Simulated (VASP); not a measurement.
The system is SnTe (zincblende type).

```
CELL_PARAMETERS angstrom
0.00000 3.10723 3.10723
3.10723 0.00000 3.10723
3.10723 3.10723 0.00000
ATOMIC_POSITIONS crystal
Sn 0.00000 0.00000 0.00000
Te 0.25000 0.25000 0.25000
```

- Program: VASP 6.6.1
- Task: relaxation of cell and atoms
- Functional: LDA
- Potentials or basis: VASP PAW LDA potentials, release 64 (Sn_d, Te)
- Cutoff: 600 eV
- k mesh: 12 × 12 × 12
- Occupations: fermi-dirac, width 0.1 eV
- Spin: no spin polarisation

At the start: pressure 20.2 GPa; volume 30.00 Å³/atom.

Question: Where does the relaxation end?

Answer: Over 5 steps the energy falls by 598.4 meV/atom and the volume is 42.89 Å³/atom (+43.0 %); space group F-43m (No. 216, to 0.1 Å) before and after.

Step by step:
```tsv
step	energy change (eV)	largest force (eV/Å)	pressure (GPa)	volume (Å³)
1	0.0000	0.0000	20.20	60.00
2	-1.0503	0.0000	-3.12	99.19
3	-1.1959	0.0000	0.31	84.87
4	-1.1968	0.0000	-0.05	85.94
5	-1.1968	0.0000	-0.01	85.79
```

Final structure:
```
CELL_PARAMETERS angstrom
0.00000 3.50049 3.50049
3.50049 0.00000 3.50049
3.50049 3.50049 0.00000
ATOMIC_POSITIONS crystal
Sn 0.00000 0.00000 0.00000
Te 0.25000 0.25000 0.25000
```

Caveat: the volume moved by over 15 % at a fixed basis, so the end points are rough.
